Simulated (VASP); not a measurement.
Runs of VASP 6.6.1 on ScH5. The structure is that of space group P-43m (No. 215), or close to it. The cells are those of the table. 

```tsv
task	cell	k mesh	cutoff (eV)	smearing	gap on the mesh (eV)	pressure (GPa)	relaxed volume (Å³/atom)	largest force (eV/Å)
single point	a = 3.758 Å, 6 atoms	4 × 4 × 4	520	gaussian 0.1 eV	2.26	24.0	-	6.20
single point	a = 3.627 Å, 6 atoms	8 × 8 × 8	520	gaussian 0.02 eV	1.14	-0.1	-	0.01
relaxation of cell and atoms	relaxed from a = 3.628 Å, 6 atoms	8 × 8 × 8	600	gaussian 0.02 eV	1.14	-0.1	7.97	-
relaxation of cell and atoms	relaxed from a = 3.628 Å, 6 atoms	6 × 6 × 6	600	gaussian 0.1 eV	1.14	0.0	7.97	0.02
single point	a = 3.628 Å, 6 atoms	4 × 4 × 4	520	gaussian 0.1 eV	(b)	0.1	-	(a)
```

Alike in all rows: level PBE; potentials or basis VASP PAW PBE potentials, release 64 (Sc_sv, H); no spin polarisation.

**Question.** Fill in the values left out.

**Answer.** (a) 0.03; (b) 1.15.

Caveats: some runs use coarse meshes; forces of over 1 eV/Å act on the atoms, so gaps and moduli don't describe the material at rest (some runs).

A k mesh can miss the band edges.
